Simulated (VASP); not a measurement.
# CuHg7Te8: single point with PBEsol+U

Crystal: CuHg7Te8.

```xyz
16
Lattice="0.0000 6.4530 6.4530 6.4530 0.0000 6.4530 6.4530 6.4530 0.0000" Properties=species:S:1:pos:R:3 pbc="T T T"
Cu    6.4530    6.4530   12.9060
Hg    3.2265    3.2265    0.0921
Hg    3.2265    0.0921    3.2265
Hg    6.3609    3.2265    3.2265
Hg    0.0921    3.2265    3.2265
Hg    3.2265    6.3609    3.2265
Hg    3.2265    3.2265    6.3609
Hg    6.4530    6.4530    6.4530
Te    1.5056    1.5056    1.5056
Te    4.9474    4.9474    1.5056
Te    4.9474    1.5056    4.9474
Te    8.0768    4.8292    4.8292
Te    1.5056    4.9474    4.9474
Te    4.8292    8.0768    4.8292
Te    4.8292    4.8292    8.0768
Te    8.0768    8.0768    8.0768
```

- Program: VASP 6.6.1
- Task: single point
- Functional: PBEsol
- Potentials or basis: VASP PAW PBE potentials, release 64 (Cu, Hg, Te)
- Cutoff: 520 eV
- k mesh: 3 × 3 × 3
- Occupations: gaussian, width 0.05 eV
- Spin: collinear spin
- Starting moments: [0.04, 0.02, 0.02, 0.02, 0.02, 0.02, 0.02, 0.01, 0.05, 0.05, 0.05, 0.06, 0.05, 0.06, 0.06, 0.06] μB
- Fixed moment: 0.9 μB
- Hubbard terms: Cu d U = 5.0 eV

| Property | Result |
| --- | --- |
| Pressure | -0.8 GPa |
| Largest force | 0.073 eV/Å |
| Net moment | 0.90 μB per cell |
| Site moments | Cu +0.05; Hg +0.01; Te +0.06, +0.05 (each value once) μB |
| Valence electrons inside the program's atomic spheres | Cu 10.05; Hg 10.49, 10.51 (each value once); Te 3.35 |

Forces in eV/Å, atoms in the order of the input:
```
Cu   0.000  0.000  0.000
Hg   0.000  0.000 -0.007
Hg   0.000 -0.007  0.000
Hg   0.007  0.000  0.000
Hg  -0.007  0.000  0.000
Hg   0.000  0.007  0.000
Hg   0.000  0.000  0.007
Hg   0.000  0.000  0.000
Te  -0.042 -0.042 -0.042
Te   0.042  0.042 -0.042
Te   0.042 -0.042  0.042
Te   0.003 -0.003 -0.003
Te  -0.042  0.042  0.042
Te  -0.003  0.003 -0.003
Te  -0.003 -0.003  0.003
Te   0.003  0.003  0.003
```

Eigenvalues of the final occupation matrices:
```
    site  spin  trace               eigenvalues
site 1 d     1   4.73  0.94 0.94 0.95 0.95 0.95
site 1 d     2   4.68  0.93 0.93 0.93 0.94 0.94
```

It took 72 s on 1 × NVIDIA H100 80GB with 1 thread of Intel(R) Xeon(R) Platinum 8481C CPU @ 2.70GHz (Sapphire Rapids), on a shared host, peak memory 1.7 GiB.

Caveat: the PAW data sets were made with another functional, which shifts forces and pressure a little; spin-orbit coupling is left out, which moves the levels of the heavy elements; the total moment is fixed, so each spin has its own Fermi level and the state may be an excited one; a cell with one magnetic atom can't hold antiferromagnetic order, which such compounds often take; the U is typed as a test and isn't derived for this compound.
